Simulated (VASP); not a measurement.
# In3Se (P4/mmm) in VASP: notebook, part 2 of 2

VASP 6.6.1. The steps go on from the part before.

## Step 3: Single point, PBEsol+D3(BJ) (strain +0.0300 x Voigt [1, 0, 0, 0, 0, 0])

The input, INCAR:

```
SYSTEM = In3Se
  ALGO = Normal
  EDIFF = 1E-6
  ENCUT = 520
  GGA = PS
  ISIF = 2
  ISMEAR = 0
  IVDW = 12
  LASPH = .True.
  LCHARG = .False.
  LREAL = .False.
  LWAVE = .False.
  NBANDS = 30
  NELM = 80
  PREC = Accurate
  SIGMA = 0.15
```

The input, KPOINTS:

```
k-points
0
Gamma
  10 10 10
  0 0 0
```

The input, POSCAR:

```
In3Se
1.0
    4.7254891093      0.0000000000      0.0000000000
    0.0000000000      4.5878535042      0.0000000000
    0.0000000000      0.0000000000      4.5878535042
In Se
3 1
Direct
    0.0000000000      0.5000000000      0.5000000000
    0.5000000000      0.0000000000      0.5000000000
    0.5000000000      0.5000000000      0.0000000000
    0.0000000000      0.0000000000      0.0000000000
```

Potentials or basis: VASP PAW PBE potentials, release 64 (In_d, Se).

The run is started by

```bash
cat potpaw_PBE.64/In_d/POTCAR potpaw_PBE.64/Se/POTCAR > POTCAR
mpirun -np 1 vasp_std > vasp.out
```

OUTCAR:

```text
SYSTEM = In3Se
   EDIFF = 1E-6
   ENCUT = 520
   GGA = PS
   ISIF = 2
   ISMEAR = 0
   IVDW = 12
   LASPH = .True.
   LREAL = .False.
   NELM = 80
   PREC = Accurate
 IVDW          = 12

 ion  position               nearest neighbor table
   1  0.000  0.500  0.500-   4 3.24   4 3.24   4 3.24   4 3.24   3 3.29   2 3.29   2 3.29   3 3.29
                             2 3.29   3 3.29   3 3.29   2 3.29
   2  0.500  0.000  0.500-   3 3.24   3 3.24   3 3.24   3 3.24   4 3.29   1 3.29   4 3.29   1 3.29
                             1 3.29   4 3.29   4 3.29   1 3.29
   3  0.500  0.500  0.000-   2 3.24   2 3.24   2 3.24   2 3.24   1 3.29   4 3.29   4 3.29   1 3.29
                             1 3.29   4 3.29   1 3.29   4 3.29
   4  0.000  0.000  0.000-   1 3.24   1 3.24   1 3.24   1 3.24   2 3.29   3 3.29   3 3.29   2 3.29
                             2 3.29   3 3.29   2 3.29   3 3.29

  LATTYP: Found a simple tetragonal cell.
 ALAT       =     4.5878535042
 C/A-ratio  =     1.0300000000

  Lattice vectors:

 A1 = (   0.0000000000,   4.5878535042,   0.0000000000)
 A2 = (   0.0000000000,   0.0000000000,   4.5878535042)
 A3 = (   4.7254891093,   0.0000000000,   0.0000000000)

Analysis of symmetry for initial positions (statically):
=====================================================================
 Subroutine PRICEL returns:
 Original cell was already a primitive cell.

 Routine SETGRP: Setting up the symmetry group for a
 simple tetragonal supercell.

 Subroutine GETGRP returns: Found 16 space group operations
 (whereof 16 operations were pure point group operations)
 out of a pool of 16 trial point group operations.

The static configuration has the point symmetry D_4h.

Analysis of symmetry for dynamics (positions and initial velocities):
=====================================================================
 Subroutine PRICEL returns:
 Original cell was already a primitive cell.

[... 130 lines left out ...]
     AMIX     =   0.40;   BMIX     =  1.00
     AMIX_MAG =   1.60;   BMIX_MAG =  1.00
  volume/ion in A,a.u.               =      24.87       167.80
  Fermi-wavevector in a.u.,A,eV,Ry     =   1.256774  2.374958 21.490129  1.579480
  Thomas-Fermi vector in A             =   2.390465
   LORBIT       =      0    0 simple, 1 ext, 2 COOP (PROOUT), +10 PAW based schemes
   GGA     = PS    functional components
   LHFCALC =     F    Hartree Fock is set to
   AEXX    =    0.0000 exact exchange contribution
   IVDW    =    12    specifies the selected vdW correction
   LEPSILON=     F    determine dielectric tensor
   LRPA    =     F    only Hartree local field effects (RPA)
 non-spin polarized calculation
 Gauss-broadening in eV      SIGMA  =   0.15
  energy-cutoff  :      520.00
  volume of cell :       99.46
 maximum number of plane-waves:      2700
 NGX is ok and might be reduce to    36
   NGX = 17   NGY = 17   NGZ = 17

 number of electron      44.9999987 magnetization

 Free energy of the ion-electron system (eV)
  ---------------------------------------------------
  ext. energy  EPLUGINS =         0.00000000
  ---------------------------------------------------
  free energy    TOTEN  =       -13.24420720 eV

  energy without entropy =      -13.22634915  energy(sigma->0) =      -13.23527818

 E-fermi :   6.9202     XC(G=0): -10.4075

 val. band max:        6.9077357105   @ k =   0.0000   0.4000   0.4000
 cond. band min:       6.9267649394   @ k =   0.4000   0.5000   0.1000
 fundamental gap:      0.0190292290
 Fermi energy:         6.9202207328

 k-point     1 :       0.0000    0.0000    0.0000
  band No.  band energies     occupation
      1      -7.8851      2.00000
      2      -7.8648      2.00000
      3      -7.8321      2.00000
      4      -7.8321      2.00000
      5      -7.7034      2.00000
      6      -7.6724      2.00000
[... 781 lines left out ...]
     29      11.4080      0.00000
     30      13.5186      0.00000

 [... further k-points ...]

------------------------ aborting loop because EDIFF is reached ----------------------------------------

 Edisp (eV)   -1.43522

 E8    (eV) :    -1.0102

  FORCE on cell =-STRESS in cart. coord.  units (eV):
  Direction    XX          YY          ZZ          XY          YZ          ZX
  --------------------------------------------------------------------------------------
  -------------------------------------------------------------------------------------
  Total      -0.90194    -0.85024    -0.85024     0.00000     0.00000     0.00000
  in kB     -14.52862   -13.69581   -13.69581     0.00000     0.00000     0.00000
  external pressure =      -13.97 kB  Pullay stress =        0.00 kB

 VOLUME and BASIS-vectors are now :
 -----------------------------------------------------------------------------
  energy-cutoff  :      520.00
  volume of cell :       99.46
      direct lattice vectors                 reciprocal lattice vectors
     4.725489109  0.000000000  0.000000000     0.211618306  0.000000000  0.000000000
     0.000000000  4.587853504  0.000000000     0.000000000  0.217966855  0.000000000
     0.000000000  0.000000000  4.587853504     0.000000000  0.000000000  0.217966855

 POSITION                                       TOTAL-FORCE (eV/Angst)
 -----------------------------------------------------------------------------------
      0.00000      2.29393      2.29393         0.000000      0.000000      0.000000
      2.36274      0.00000      2.29393         0.000000      0.000000      0.000000
      2.36274      2.29393      0.00000         0.000000      0.000000      0.000000
      0.00000      0.00000      0.00000         0.000000      0.000000      0.000000
 -----------------------------------------------------------------------------------
    total drift:                                0.000000      0.000000      0.000000

  FREE ENERGIE OF THE ION-ELECTRON SYSTEM (eV)
  ---------------------------------------------------
  free  energy   TOTEN  =       -14.6794228180 eV

  energy  without entropy=      -14.6615647644  energy(sigma->0) =      -14.67049379
```

stdout:

```text
POSCAR found type information on POSCAR InSe
 POSCAR found :  2 types and       4 ions
 scaLAPACK will be used
 -----------------------------------------------------------------------------
|                                                                             |
|                                                                             |
|     You enforced a specific xc type in the INCAR file but a different       |
|     I HOPE YOU KNOW WHAT YOU ARE DOING!                                     |
|                                                                             |
 -----------------------------------------------------------------------------

 LDA part: xc-table for (Slater+PW92), standard interpolation
 POSCAR, INCAR and KPOINTS ok, starting setup
 FFT: planning ... GRIDC
 FFT: planning ... GRID_SOFT
 FFT: planning ... GRID
 WAVECAR not read
 entering main loop
```

It took 7.8 min on 1 thread of Intel Xeon 8259CL, shared host; peak memory 0.43 GiB.

What came out:

* Free energy: -14.6794 eV
* Pressure: -1.4 GPa
* Band gap on the k mesh: zero (an odd number of electrons rules out a gap without spin polarisation)
* Dispersion energy per atom: -0.359 eV

Stress tensor (GPa, compression positive):
```
-1.45  0.00  0.00
 0.00 -1.37  0.00
 0.00  0.00 -1.37
```

Caveat: the cell differs from its parent crystal (strain +0.0300 x Voigt [1, 0, 0, 0, 0, 0]); the PAW data sets were made with another functional, which shifts forces and pressure a little; spin-orbit coupling is left out, which moves the levels of the heavy elements.

## Step 4: Single point, PBEsol+D3(BJ) (strain +0.0450 x Voigt [1, 0, 0, 0, 0, 0])

The input, INCAR:

```
PREC = Accurate
ENCUT = 520
EDIFF = 1E-6
ISMEAR = 0
SIGMA = 0.15
LREAL = F
LASPH = T
NELM = 80
ALGO = Normal
ISIF = 2
LWAVE = F
LCHARG = T
GGA = PS
IVDW = 12
LELF = T
LVHAR = T
NBANDS = 30
```

The input, KPOINTS:

```
Automatic mesh
0
Gamma
  10 10 10
```

POSCAR: that of step 3 with these lines changed.

```diff
@@ -2,3 +2,3 @@
 1.0
-    4.7254891093      0.0000000000      0.0000000000
+    4.7943069119      0.0000000000      0.0000000000
     0.0000000000      4.5878535042      0.0000000000
```

Potentials or basis: VASP PAW PBE potentials, release 64 (In_d, Se).

The run is started by

```bash
cat potpaw_PBE.64/In_d/POTCAR potpaw_PBE.64/Se/POTCAR > POTCAR
mpirun -np 1 vasp_std > vasp.out
```

OUTCAR:

```text
PREC = Accurate
   ENCUT = 520
   EDIFF = 1E-6
   ISMEAR = 0
   LREAL = F
   LASPH = T
   NELM = 80
   ISIF = 2
   GGA = PS
   IVDW = 12
 IVDW          = 12

 ion  position               nearest neighbor table
   1  0.000  0.500  0.500-   4 3.24   4 3.24   4 3.24   4 3.24   3 3.32   2 3.32   2 3.32   3 3.32
                             2 3.32   3 3.32   3 3.32   2 3.32
   2  0.500  0.000  0.500-   3 3.24   3 3.24   3 3.24   3 3.24   4 3.32   1 3.32   4 3.32   1 3.32
                             1 3.32   4 3.32   4 3.32   1 3.32
   3  0.500  0.500  0.000-   2 3.24   2 3.24   2 3.24   2 3.24   1 3.32   4 3.32   4 3.32   1 3.32
                             1 3.32   4 3.32   1 3.32   4 3.32
   4  0.000  0.000  0.000-   1 3.24   1 3.24   1 3.24   1 3.24   2 3.32   3 3.32   3 3.32   2 3.32
                             2 3.32   3 3.32   2 3.32   3 3.32

  LATTYP: Found a simple tetragonal cell.
 ALAT       =     4.5878535042
 C/A-ratio  =     1.0450000000

  Lattice vectors:

 A1 = (   0.0000000000,   4.5878535042,   0.0000000000)
 A2 = (   0.0000000000,   0.0000000000,   4.5878535042)
 A3 = (   4.7943069119,   0.0000000000,   0.0000000000)

Analysis of symmetry for initial positions (statically):
=====================================================================
 Subroutine PRICEL returns:
 Original cell was already a primitive cell.

 Routine SETGRP: Setting up the symmetry group for a
 simple tetragonal supercell.

 Subroutine GETGRP returns: Found 16 space group operations
 (whereof 16 operations were pure point group operations)
 out of a pool of 16 trial point group operations.

The static configuration has the point symmetry D_4h.

Analysis of symmetry for dynamics (positions and initial velocities):
=====================================================================
 Subroutine PRICEL returns:
 Original cell was already a primitive cell.

 Routine SETGRP: Setting up the symmetry group for a
 simple tetragonal supercell.

 Subroutine GETGRP returns: Found 16 space group operations
[... 127 lines left out ...]
     AMIX_MAG =   1.60;   BMIX_MAG =  1.00
  volume/ion in A,a.u.               =      25.23       170.25
  Fermi-wavevector in a.u.,A,eV,Ry     =   1.250731  2.363540 21.283986  1.564329
  Thomas-Fermi vector in A             =   2.384712
   LORBIT       =      0    0 simple, 1 ext, 2 COOP (PROOUT), +10 PAW based schemes
   GGA     = PS    functional components
   LHFCALC =     F    Hartree Fock is set to
   AEXX    =    0.0000 exact exchange contribution
   IVDW    =    12    specifies the selected vdW correction
   LEPSILON=     F    determine dielectric tensor
   LRPA    =     F    only Hartree local field effects (RPA)
 non-spin polarized calculation
 Gauss-broadening in eV      SIGMA  =   0.15
  energy-cutoff  :      520.00
  volume of cell :      100.91
 maximum number of plane-waves:      2746
 NGX is ok and might be reduce to    36
   NGX = 17   NGY = 17   NGZ = 17

 number of electron      45.0000001 magnetization

 Free energy of the ion-electron system (eV)
  ---------------------------------------------------
  ext. energy  EPLUGINS =         0.00000000
  ---------------------------------------------------
  free energy    TOTEN  =       -13.24988437 eV

  energy without entropy =      -13.23328222  energy(sigma->0) =      -13.24158330

 E-fermi :   6.7574     XC(G=0): -10.3387

 val. band max:        6.7503991676   @ k =   0.4000   0.0000   0.0000
 cond. band min:       6.7734704104   @ k =   0.2000   0.4000   0.2000
 fundamental gap:      0.0230712428
 Fermi energy:         6.7574189157

 k-point     1 :       0.0000    0.0000    0.0000
  band No.  band energies     occupation
      1      -8.0241      2.00000
      2      -8.0222      2.00000
      3      -7.9714      2.00000
      4      -7.9714      2.00000
      5      -7.8629      2.00000
      6      -7.8129      2.00000
[... 781 lines left out ...]
     29      11.2522      0.00000
     30      13.1410      0.00000

 [... further k-points ...]

------------------------ aborting loop because EDIFF is reached ----------------------------------------

 Edisp (eV)   -1.41380

 E8    (eV) :    -0.9951

  FORCE on cell =-STRESS in cart. coord.  units (eV):
  Direction    XX          YY          ZZ          XY          YZ          ZX
  --------------------------------------------------------------------------------------
  -------------------------------------------------------------------------------------
  Total      -1.36985    -1.20738    -1.20738     0.00000     0.00000     0.00000
  in kB     -21.74893   -19.16944   -19.16944     0.00000     0.00000     0.00000
  external pressure =      -20.03 kB  Pullay stress =        0.00 kB

 VOLUME and BASIS-vectors are now :
 -----------------------------------------------------------------------------
  energy-cutoff  :      520.00
  volume of cell :      100.91
      direct lattice vectors                 reciprocal lattice vectors
     4.794306912  0.000000000  0.000000000     0.208580723  0.000000000  0.000000000
     0.000000000  4.587853504  0.000000000     0.000000000  0.217966855  0.000000000
     0.000000000  0.000000000  4.587853504     0.000000000  0.000000000  0.217966855

 POSITION                                       TOTAL-FORCE (eV/Angst)
 -----------------------------------------------------------------------------------
      0.00000      2.29393      2.29393         0.000000      0.000000      0.000000
      2.39715      0.00000      2.29393         0.000000      0.000000      0.000000
      2.39715      2.29393      0.00000         0.000000      0.000000      0.000000
      0.00000      0.00000      0.00000         0.000000      0.000000      0.000000
 -----------------------------------------------------------------------------------
    total drift:                                0.000000      0.000000      0.000000

  FREE ENERGIE OF THE ION-ELECTRON SYSTEM (eV)
  ---------------------------------------------------
  free  energy   TOTEN  =       -14.6636823088 eV

  energy  without entropy=      -14.6470801544  energy(sigma->0) =      -14.65538123
```

stdout:

```text
POSCAR found type information on POSCAR InSe
 POSCAR found :  2 types and       4 ions
 scaLAPACK will be used
 -----------------------------------------------------------------------------
|                                                                             |
|                                                                             |
|     You enforced a specific xc type in the INCAR file but a different       |
|     I HOPE YOU KNOW WHAT YOU ARE DOING!                                     |
|                                                                             |
 -----------------------------------------------------------------------------

 LDA part: xc-table for (Slater+PW92), standard interpolation
 POSCAR, INCAR and KPOINTS ok, starting setup
 FFT: planning ... GRIDC
 FFT: planning ... GRID_SOFT
 FFT: planning ... GRID
 WAVECAR not read
 entering main loop
```

Wall time 5.7 min (1 thread of Intel Xeon 8259CL, shared host); peak memory 0.44 GiB.

Results:

| Item | Value |
| --- | --- |
| Free energy | -14.6637 eV |
| Pressure | -2.0 GPa |
| Band gap on the k mesh | zero (an odd number of electrons rules out a gap without spin polarisation) |
| Dispersion energy per atom | -0.353 eV |

Caveat: the cell differs from its parent crystal (strain +0.0450 x Voigt [1, 0, 0, 0, 0, 0]); the PAW data sets were made with another functional, which shifts forces and pressure a little; spin-orbit coupling is left out, which moves the levels of the heavy elements.

## Step 5: Summary

```tsv
cell	gap on the mesh (eV)	pressure (GPa)
a = 4.657, b = 4.588, c = 4.588 Å, 4 atoms	none	-0.7
a = 4.725, b = 4.588, c = 4.588 Å, 4 atoms	none	-1.4
a = 4.794, b = 4.588, c = 4.588 Å, 4 atoms	none	-2.0
```

Alike in all rows: task single point; level PBEsol+D3(BJ); potentials or basis VASP PAW PBE potentials, release 64 (In_d, Se); no spin polarisation; k mesh 10 × 10 × 10; cutoff (eV) 520; smearing gaussian 0.15 eV.

Caveats: the PAW data sets were made with another functional, which shifts forces and pressure a little; spin-orbit coupling is left out, which moves the levels of the heavy elements.

Total energies depend on the potentials used, so only differences within one code and one set of settings carry meaning.

The gap in the log of VASP goes by the Fermi energy; the results here count the filled bands.